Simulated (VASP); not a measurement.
A run of VASP 6.6.1:

Contents of POSCAR:

```
CsBr
1.0
    4.3226054757      0.0000000000      0.0000000000
    0.0000000000      4.3226054757      0.0000000000
    0.0000000000      0.0000000000      4.3226054757
Cs Br
1 1
Direct
    0.0000000000      0.0000000000      0.0000000000
    0.5000000000      0.5000000000      0.5000000000
```

INCAR.step1

```
PREC     = Accurate       # precision mode
ENCUT    = 550            # plane-wave cutoff, eV
ISMEAR   = 0              # smearing method
SIGMA    = 0.02           # smearing width, eV
LREAL    = False          # projectors in reciprocal space
LASPH    = True           # aspherical terms in the spheres
NELM     = 120            # most SCF steps
NBANDS   = 15             # bands
GGA      = PE             # functional
ALGO     = Normal         # electronic algorithm
EDIFF    = 1E-5           # SCF threshold, eV
LWAVE    = True           # write WAVECAR
LCHARG   = False          # write CHGCAR
GGA_COMPAT= False
```

The input INCAR.step2:

```
PREC     = Accurate       # precision mode
ENCUT    = 550            # plane-wave cutoff, eV
EDIFF    = 1E-6           # SCF threshold, eV
ISMEAR   = 0              # smearing method
SIGMA    = 0.02           # smearing width, eV
LREAL    = False          # projectors in reciprocal space
LASPH    = True           # aspherical terms in the spheres
NELM     = 120            # most SCF steps
ALGO     = Normal         # electronic algorithm
ISIF     = 2              # what is computed and relaxed
LWAVE    = False          # write WAVECAR
LCHARG   = False          # write CHGCAR
METAGGA  = R2SCAN         # meta-GGA
LMIXTAU  = True         
NBANDS   = 15             # bands
ISTART   = 1            
GGA_COMPAT= False
```

Contents of KPOINTS:

```
regular mesh
0
Gamma
  6 6 6
```

Potentials or basis: VASP PAW PBE potentials, release 64 (Cs_sv, Br).

The run is started by

```sh
$ cat potpaw_PBE.64/Cs_sv/POTCAR potpaw_PBE.64/Br/POTCAR > POTCAR
$ cp INCAR.step1 INCAR
$ mpirun -np 1 vasp_std > vasp.out
$ cp INCAR.step2 INCAR
$ mpirun -np 1 vasp_std > vasp.out
```

Hardware: 1 thread of AMD EPYC 9R45 96-Core Processor (Zen 5), with other jobs on the host.

Question: How long does it take, and how much memory?

Answer: Wall time 66 s on 1 thread of AMD EPYC 9R45 96-Core Processor (Zen 5), with other jobs on the host, peak memory 0.19 GiB. Counts: k points 20.
